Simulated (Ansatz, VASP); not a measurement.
AlH2 in VASP and in Ansatz

```
CELL_PARAMETERS angstrom
3.32616 0.00000 0.00000
-1.66308 2.88054 0.00000
0.00000 0.00000 2.71492
ATOMIC_POSITIONS crystal
Al 0.00000 0.00000 0.00000
H 0.33333 0.66667 0.00000
H 0.66667 0.33333 0.00000
```

Alike in both runs: functional PBE; k mesh 18 × 18 × 16; occupations gaussian, width 0.1 eV; no spin polarisation.

Ansatz relaxed the structure, and its values are those at the end. VASP's run is a single point on that final structure, the one shown.

|  | VASP | Ansatz |
| --- | --- | --- |
| version | VASP 6.6.1 | Ansatz 0.2.0 |
| potentials or method | VASP PAW PBE potentials, release 64 (Al, H), cutoff 520 eV | scalar-relativistic, plane waves, PAW |
| valence electrons in the cell | 5 | 5 |

Ansatz gave:

```
gap on the k mesh at the Fermi level (eV) : none
pressure (GPa)                            : 0.0
```

Problem. Which values does VASP return?

Solution. gap on the k mesh at the Fermi level (eV): none; pressure (GPa): -0.2.

A gap of «none» marks a metal or a gap that the smearing closes. The functional is the same, so the differences come from potentials, cutoffs and numerics.
